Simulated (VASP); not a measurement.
# AlN in VASP: further runs

Runs on AlN. Level: PBE. Tasks: single point.

Everything below comes from runs of VASP 6.6.1. Logs are shortened: lines on timing, memory, paths and dates and some standing lists are left out, and cuts for length are marked.

### 1 The cell of the first run

It takes space group F-43m (No. 216, cubic). Conventional cell: a = 4.368 Å, b = 4.368 Å, c = 4.368 Å, α = 90.00°, β = 90.00°, γ = 90.00°. Al (site symmetry -43m) has 4 N at 1.89 Å within 2.5 Å. Within 2.5 Å of N (site symmetry -43m) lie 4 Al at 1.89 Å.

### 2 Single point, PBE

Contents of INCAR:

```
  PREC = Accurate
  ENCUT = 600
  EDIFF = 1E-6
  ISMEAR = 0
  SIGMA = 0.01
  LREAL = False
  LASPH = True
  NELM = 120
  ALGO = Normal
  ISIF = 2
  LWAVE = False
  LCHARG = False
  GGA = PE
  NBANDS = 11
  GGA_COMPAT = False
```

Contents of KPOINTS:

```
regular mesh
0
Gamma
  3 3 3
```

Contents of POSCAR:

```
AlN
1.0
    0.0000000000      2.1839935600      2.1839935600
    2.1839935600      0.0000000000      2.1839935600
    2.1839935600      2.1839935600      0.0000000000
Al N
1 1
Direct
    0.0000000000      0.0000000000      0.0000000000
    0.7500000000      0.7500000000      0.7500000000
```

Potentials or basis: VASP PAW PBE potentials, release 64 (Al, N).

On the command line:

```console
cat potpaw_PBE.64/Al/POTCAR potpaw_PBE.64/N/POTCAR > POTCAR
mpirun -np 1 vasp_std > vasp.out
```

OUTCAR:

```text
PREC = Accurate
   ENCUT = 600
   EDIFF = 1E-6
   ISMEAR = 0
   LREAL = False
   LASPH = True
   NELM = 120
   ISIF = 2
   GGA = PE

 ion  position               nearest neighbor table
   1  0.000  0.000  0.000-   2 1.89   2 1.89   2 1.89   2 1.89
   2  0.750  0.750  0.750-   1 1.89   1 1.89   1 1.89   1 1.89

  LATTYP: Found a face centered cubic cell.
 ALAT       =     4.3679871200

  Lattice vectors:

 A1 = (   0.0000000000,   2.1839935600,   2.1839935600)
 A2 = (   2.1839935600,   0.0000000000,   2.1839935600)
 A3 = (   2.1839935600,   2.1839935600,   0.0000000000)

Analysis of symmetry for initial positions (statically):
=====================================================================
 Subroutine PRICEL returns:
 Original cell was already a primitive cell.

 Routine SETGRP: Setting up the symmetry group for a
 face centered cubic supercell.

 Subroutine GETGRP returns: Found 24 space group operations
 (whereof 24 operations were pure point group operations)
 out of a pool of 48 trial point group operations.

The static configuration has the point symmetry T_d .

Analysis of symmetry for dynamics (positions and initial velocities):
=====================================================================
 Subroutine PRICEL returns:
 Original cell was already a primitive cell.

 Routine SETGRP: Setting up the symmetry group for a
 face centered cubic supercell.

 Subroutine GETGRP returns: Found 24 space group operations
 (whereof 24 operations were pure point group operations)
 out of a pool of 48 trial point group operations.

The dynamic configuration has the point symmetry T_d .

 Subroutine INISYM returns: Found 24 space group operations
 (whereof 24 operations are pure point group operations),
 and found     1 'primitive' translations

----------------------------------------------------------------------------------------

                                     Primitive cell

  volume of cell :      20.8345

  direct lattice vectors                    reciprocal lattice vectors
     0.000000000  2.183993560  2.183993560    -0.228938404  0.228938404  0.228938404
     2.183993560  0.000000000  2.183993560     0.228938404 -0.228938404  0.228938404
     2.183993560  2.183993560  0.000000000     0.228938404  0.228938404 -0.228938404

  length of vectors
     3.088633313  3.088633313  3.088633313     0.396532948  0.396532948  0.396532948

  position of ions in fractional coordinates (direct lattice)
     0.000000000  0.000000000  0.000000000
     0.750000000  0.750000000  0.750000000

[... 64 lines left out ...]
   TEBEG  =    0.0;   TEEND  =   0.0 temperature during run
   PSTRESS=    0.0 pullay stress
   NELECT =       8.0000    total number of electrons
   NUPDOWN=      -1.0000    fix difference up-down
   EMIN   =  10.00;   EMAX   =-10.00  energy-range for DOS
   EFERMI =   0.00;   METHOD = LEGACY
   ISMEAR =     0;   SIGMA  =   0.01  broadening in eV -4-tet -1-fermi 0-gaus
   EFERMI_NEDOS =   21; number of points for ismear=-14 and -15
   IALGO  =     38    algorithm
   IMIX   =      4    mixing-type and parameters
     AMIX     =   0.40;   BMIX     =  1.00
     AMIX_MAG =   1.60;   BMIX_MAG =  1.00
  volume/ion in A,a.u.               =      10.42        70.30
  Fermi-wavevector in a.u.,A,eV,Ry     =   1.189899  2.248583 19.263943  1.415860
  Thomas-Fermi vector in A             =   2.325996
   LORBIT       =      0    0 simple, 1 ext, 2 COOP (PROOUT), +10 PAW based schemes
   GGA     = PE    functional components
   LHFCALC =     F    Hartree Fock is set to
   AEXX    =    0.0000 exact exchange contribution
   IVDW    =     0    specifies the selected vdW correction
   LEPSILON=     F    determine dielectric tensor
   LRPA    =     F    only Hartree local field effects (RPA)
 non-spin polarized calculation
 Gauss-broadening in eV      SIGMA  =   0.01
  energy-cutoff  :      600.00
  volume of cell :       20.83
 maximum number of plane-waves:       725
 NGX is ok and might be reduce to    28
   NGX = 13   NGY = 13   NGZ = 13

 number of electron       7.9999999 magnetization

 Free energy of the ion-electron system (eV)
  ---------------------------------------------------
  ext. energy  EPLUGINS =         0.00000000
  ---------------------------------------------------
  free energy    TOTEN  =       -14.64199920 eV

  energy without entropy =      -14.64199920  energy(sigma->0) =      -14.64199920

 E-fermi :   6.2159     XC(G=0): -10.9053

 val. band max:        6.0915889378   @ k =   0.0000   0.0000   0.0000
 cond. band min:      10.2392828121   @ k =   0.0000   0.0000   0.0000
 fundamental gap:      4.1476938744
 Fermi energy:         6.2158966294

 k-point     1 :       0.0000    0.0000    0.0000
  band No.  band energies     occupation
      1      -8.9197      2.00000
      2       6.0916      2.00000
      3       6.0916      2.00000
      4       6.0916      2.00000
      5      10.2393      0.00000
      6      18.5462      0.00000
      7      18.5462      0.00000
      8      18.5462      0.00000
      9      23.6770      0.00000
     10      23.6770      0.00000
     11      25.0839      0.00000
[... 29 lines left out ...]
 k-point     4 :      -0.3333    0.3333    0.0000
  band No.  band energies     occupation
      1      -6.3456      2.00000
      2       1.7533      2.00000
      3       2.3609      2.00000
      4       4.9780      2.00000
      5      12.0620      0.00000
      6      16.1916      0.00000
      7      18.6329      0.00000
      8      19.4406      0.00000
      9      22.0638      0.00000
     10      24.4494      0.00000
     11      30.5387      0.00000

------------------------ aborting loop because EDIFF is reached ----------------------------------------

  FORCE on cell =-STRESS in cart. coord.  units (eV):
  Direction    XX          YY          ZZ          XY          YZ          ZX
  --------------------------------------------------------------------------------------
  -------------------------------------------------------------------------------------
  Total        0.6301280      0.6301280      0.6301280     -0.0000000     -0.0000000      0.0000000
  in kB       48.4568604     48.4568604     48.4568604     -0.0000000     -0.0000000      0.0000000
  external PRESSURE =      48.4568604 kB  Pullay stress =       0.0000000 kB

 VOLUME and BASIS-vectors are now :
 -----------------------------------------------------------------------------
  energy-cutoff  :      600.00
  volume of cell :       20.83
      direct lattice vectors                 reciprocal lattice vectors
     0.000000000  2.183993560  2.183993560    -0.228938404  0.228938404  0.228938404
     2.183993560  0.000000000  2.183993560     0.228938404 -0.228938404  0.228938404
     2.183993560  2.183993560  0.000000000     0.228938404  0.228938404 -0.228938404

 POSITION                                       TOTAL-FORCE (eV/Angst)
 -----------------------------------------------------------------------------------
      0.00000      0.00000      0.00000        -0.000000     -0.000000     -0.000000
      3.27599      3.27599      3.27599         0.000000      0.000000      0.000000
 -----------------------------------------------------------------------------------
    total drift:                               -0.000000     -0.000000     -0.000000

  FREE ENERGIE OF THE ION-ELECTRON SYSTEM (eV)
  ---------------------------------------------------
  free  energy   TOTEN  =       -14.6419991975 eV

  energy  without entropy=      -14.6419991975  energy(sigma->0) =      -14.64199920
```

It took 5 s on 1 thread of Intel Xeon 6975P-C, shared host; peak memory 0.15 GiB.

What came out:

| Property | Result |
| --- | --- |
| Free energy | -14.6420 eV |
| Pressure | 4.8 GPa |
| Band gap on the k mesh | 4.15 eV, direct |

Levels at points of the mesh, in eV from the valence-band top:
| k point | band 1 | band 2 | band 3 | band 4 | band 5 | band 6 | band 7 | band 8 | band 9 |
| --- | --- | --- | --- | --- | --- | --- | --- | --- | --- |
| (0.00, 0.00, 0.00) | -15.01 | 0.00 | 0.00 | 0.00 | 4.15 | 12.45 | 12.45 | 12.45 | 17.59 |

Caveat: the k points lie up to 0.83 Å⁻¹ apart.

### 3 Single point, PBE

Contents of INCAR:

```
ALGO = Normal ; EDIFF = 1E-6
ENCUT = 600 ; GGA = PE
GGA_COMPAT = F ; ISIF = 2
ISMEAR = 0 ; LASPH = T
LCHARG = F ; LREAL = F
LWAVE = F ; NBANDS = 11
NELM = 120 ; PREC = Accurate
SIGMA = 0.01
```

Contents of KPOINTS:

```
k-points
0
Gamma
  3 3 3
```

POSCAR: that of step 2 with these lines changed.

```diff
@@ -9,2 +9,2 @@
     0.0000000000      0.0000000000      0.0000000000
-    0.7500000000      0.7500000000      0.7500000000
+    0.7550000000      0.7500000000      0.7500000000
```

Potentials or basis: VASP PAW PBE potentials, release 64 (Al, N).

On the command line:

```console
cat potpaw_PBE.64/Al/POTCAR potpaw_PBE.64/N/POTCAR > POTCAR
mpirun -np 1 vasp_std > vasp.out
```

It took 6.7 s on 1 thread of Intel Xeon 6975P-C, shared host; peak memory 0.15 GiB.

The run converged. Its results:

| Quantity | Value |
| --- | --- |
| Free energy | -14.6402 eV |
| Pressure | 4.9 GPa |
| Largest force | 0.228 eV/Å |
| Band gap on the k mesh | 4.11 eV, direct |

Forces in eV/Å, atoms in the order of the input:
```
Al   0.007  0.161  0.161
N   -0.007 -0.161 -0.161
```

Stress tensor (GPa, compression positive):
```
4.89 0.72 0.72
0.72 4.87 0.04
0.72 0.04 4.87
```

Levels at points of the mesh, in eV from the valence-band top:
| k point | band 1 | band 2 | band 3 | band 4 | band 5 | band 6 | band 7 | band 8 |
| --- | --- | --- | --- | --- | --- | --- | --- | --- |
| (0.00, 0.00, 0.00) | -15.05 | -0.08 | -0.04 | 0.00 | 4.11 | 12.41 | 12.41 | 12.42 |

Caveat: the k points lie up to 0.83 Å⁻¹ apart. As with any semilocal functional, this PBE gap is likely too small.

### 4 Single point, PBE

Contents of INCAR:

```
SYSTEM = AlN
PREC = Accurate
ENCUT = 600
EDIFF = 1E-6
ISMEAR = 0
SIGMA = 0.01
LREAL = .FALSE.
LASPH = .TRUE.
NELM = 120
ALGO = Normal
ISIF = 2
LWAVE = .FALSE.
LCHARG = .FALSE.
GGA = PE
NBANDS = 11
GGA_COMPAT = .FALSE.
```

Contents of KPOINTS:

```
Automatic mesh
0
G
  3 3 3
  0 0 0
```

POSCAR: that of step 3 with these lines changed.

```diff
@@ -9,2 +9,2 @@
     0.0000000000      0.0000000000      0.0000000000
-    0.7550000000      0.7500000000      0.7500000000
+    0.7600000000      0.7500000000      0.7500000000
```

On the command line:

```console
cat potpaw_PBE.64/Al/POTCAR potpaw_PBE.64/N/POTCAR > POTCAR
mpirun -np 1 vasp_std > vasp.out
```

Run time: 6.1 s. Hardware: 1 thread of Intel Xeon 6975P-C, shared host; peak memory 0.14 GiB.

Results (log left out):

* Free energy: -14.6350 eV
* Pressure: 5.0 GPa
* Largest force: 0.457 eV/Å
* Band gap on the k mesh: 4.06 eV, direct

Forces in eV/Å, atoms in the order of the input:
```
Al   0.029  0.322  0.322
N   -0.029 -0.322 -0.322
```

Stress tensor (GPa, compression positive):
```
5.03 1.43 1.43
1.43 4.94 0.14
1.43 0.14 4.94
```

Levels at points of the mesh, in eV from the valence-band top:
```csv
k point,band 1,band 2,band 3,band 4,band 5,band 6,band 7,band 8
"(0.00, 0.00, 0.00)",-15.09,-0.16,-0.08,0.00,4.06,12.36,12.37,12.39
```

Caveat: the k points lie up to 0.83 Å⁻¹ apart.

### 5 Single point, PBE

Contents of INCAR:

```
SYSTEM = AlN
  ALGO = Normal
  EDIFF = 1E-6
  ENCUT = 600
  GGA = PE
  GGA_COMPAT = .False.
  ISIF = 2
  ISMEAR = 0
  LASPH = .True.
  LCHARG = .False.
  LREAL = .False.
  LWAVE = .False.
  NBANDS = 11
  NELM = 120
  PREC = Accurate
  SIGMA = 0.01
```

Contents of KPOINTS:

```
k-points
0
Gamma
  3 3 3
  0 0 0
```

POSCAR: that of step 4 with these lines changed.

```diff
@@ -9,2 +9,2 @@
     0.0000000000      0.0000000000      0.0000000000
-    0.7600000000      0.7500000000      0.7500000000
+    0.7650000000      0.7500000000      0.7500000000
```

Potentials or basis: VASP PAW PBE potentials, release 64 (Al, N).

On the command line:

```console
cat potpaw_PBE.64/Al/POTCAR potpaw_PBE.64/N/POTCAR > POTCAR
mpirun -np 1 vasp_std > vasp.out
```

OUTCAR:

```text
SYSTEM = AlN
   EDIFF = 1E-6
   ENCUT = 600
   GGA = PE
   ISIF = 2
   ISMEAR = 0
   LASPH = .True.
   LREAL = .False.
   NELM = 120
   PREC = Accurate

 ion  position               nearest neighbor table
   1  0.000  0.000  0.000-   2 1.85   2 1.89   2 1.89   2 1.93
   2  0.765  0.750  0.750-   1 1.85   1 1.89   1 1.89   1 1.93

  LATTYP: Found a face centered cubic cell.
 ALAT       =     4.3679871200

  Lattice vectors:

 A1 = (   0.0000000000,   2.1839935600,   2.1839935600)
 A2 = (   2.1839935600,   0.0000000000,   2.1839935600)
 A3 = (   2.1839935600,   2.1839935600,   0.0000000000)

Analysis of symmetry for initial positions (statically):
=====================================================================
 Subroutine PRICEL returns:
 Original cell was already a primitive cell.

 Routine SETGRP: Setting up the symmetry group for a
 face centered cubic supercell.

 Subroutine GETGRP returns: Found  2 space group operations
 (whereof  2 operations were pure point group operations)
 out of a pool of 48 trial point group operations.

The static configuration has the point symmetry C_1h.

Analysis of symmetry for dynamics (positions and initial velocities):
=====================================================================
 Subroutine PRICEL returns:
 Original cell was already a primitive cell.

 Routine SETGRP: Setting up the symmetry group for a
 face centered cubic supercell.

 Subroutine GETGRP returns: Found  2 space group operations
 (whereof  2 operations were pure point group operations)
 out of a pool of 48 trial point group operations.

The dynamic configuration has the point symmetry C_1h.

 Subroutine INISYM returns: Found  2 space group operations
 (whereof  2 operations are pure point group operations),
 and found     1 'primitive' translations

----------------------------------------------------------------------------------------

[... 103 lines left out ...]
   LHFCALC =     F    Hartree Fock is set to
   AEXX    =    0.0000 exact exchange contribution
   IVDW    =     0    specifies the selected vdW correction
   LEPSILON=     F    determine dielectric tensor
   LRPA    =     F    only Hartree local field effects (RPA)
 non-spin polarized calculation
 Gauss-broadening in eV      SIGMA  =   0.01
  energy-cutoff  :      600.00
  volume of cell :       20.83
 maximum number of plane-waves:       725
 NGX is ok and might be reduce to    28
   NGX = 13   NGY = 13   NGZ = 13

 number of electron       8.0000000 magnetization

 Free energy of the ion-electron system (eV)
  ---------------------------------------------------
  ext. energy  EPLUGINS =         0.00000000
  ---------------------------------------------------
  free energy    TOTEN  =       -14.62615056 eV

  energy without entropy =      -14.62615056  energy(sigma->0) =      -14.62615056

 E-fermi :   6.2568     XC(G=0): -10.9051

 val. band max:        6.2122169807   @ k =   0.0000   0.0000   0.0000
 cond. band min:      10.2341619116   @ k =   0.0000   0.0000   0.0000
 fundamental gap:      4.0219449309
 Fermi energy:         6.2567532668

 k-point     1 :       0.0000    0.0000    0.0000
  band No.  band energies     occupation
      1      -8.9205      2.00000
      2       5.9675      2.00000
      3       6.0910      2.00000
      4       6.2122      2.00000
      5      10.2342      0.00000
      6      18.5312      0.00000
      7      18.5443      0.00000
      8      18.5655      0.00000
      9      23.6620      0.00000
     10      23.6699      0.00000
     11      24.9100      0.00000
[... 113 lines left out ...]
 k-point    10 :       0.3333   -0.3333   -0.3333
  band No.  band energies     occupation
      1      -6.3473      2.00000
      2       1.7481      2.00000
      3       2.3664      2.00000
      4       4.9785      2.00000
      5      12.0611      0.00000
      6      16.1803      0.00000
      7      18.6210      0.00000
      8      19.4408      0.00000
      9      22.0739      0.00000
     10      24.4481      0.00000
     11      30.4090      0.00000

------------------------ aborting loop because EDIFF is reached ----------------------------------------

  FORCE on cell =-STRESS in cart. coord.  units (eV):
  Direction    XX          YY          ZZ          XY          YZ          ZX
  --------------------------------------------------------------------------------------
  -------------------------------------------------------------------------------------
  Total        0.6834808      0.6570406      0.6570406      0.2808706      0.0413567      0.2808706
  in kB       52.5596951     50.5264453     50.5264453     21.5989567      3.1803293     21.5989566
  external PRESSURE =      51.2041952 kB  Pullay stress =       0.0000000 kB

 VOLUME and BASIS-vectors are now :
 -----------------------------------------------------------------------------
  energy-cutoff  :      600.00
  volume of cell :       20.83
      direct lattice vectors                 reciprocal lattice vectors
     0.000000000  2.183993560  2.183993560    -0.228938404  0.228938404  0.228938404
     2.183993560  0.000000000  2.183993560     0.228938404 -0.228938404  0.228938404
     2.183993560  2.183993560  0.000000000     0.228938404  0.228938404 -0.228938404

 POSITION                                       TOTAL-FORCE (eV/Angst)
 -----------------------------------------------------------------------------------
      0.00000      0.00000      0.00000         0.065335      0.484675      0.484675
      3.27599      3.30875      3.30875        -0.065335     -0.484675     -0.484675
 -----------------------------------------------------------------------------------
    total drift:                                0.000020      0.000136      0.000136

  FREE ENERGIE OF THE ION-ELECTRON SYSTEM (eV)
  ---------------------------------------------------
  free  energy   TOTEN  =       -14.6261505566 eV

  energy  without entropy=      -14.6261505566  energy(sigma->0) =      -14.62615056
```

stdout:

```text
POSCAR found type information on POSCAR AlN
 POSCAR found :  2 types and       2 ions
 scaLAPACK will be used
 LDA part: xc-table for (Slater+PW92), standard interpolation
 POSCAR, INCAR and KPOINTS ok, starting setup
 FFT: planning ... GRIDC
 FFT: planning ... GRID_SOFT
 FFT: planning ... GRID
 WAVECAR not read
 entering main loop
```

Wall time 8 s (1 thread of Intel Xeon 6975P-C, shared host); peak memory 0.15 GiB.

What came out:

```
Free energy            : -14.6262 eV
Pressure               : 5.1 GPa
Largest force          : 0.689 eV/Å
Band gap on the k mesh : 4.02 eV, direct
```

Forces on the atoms (eV/Å):
```
Al   0.065  0.485  0.485
N   -0.065 -0.485 -0.485
```

Levels at points of the mesh, in eV from the valence-band top:
```
           k point  band 1  band 2  band 3  band 4  band 5  band 6  band 7  band 8
(0.00, 0.00, 0.00)  -15.13   -0.24   -0.12    0.00    4.02   12.32   12.33   12.35
```

Caveat: the k points lie up to 0.83 Å⁻¹ apart.
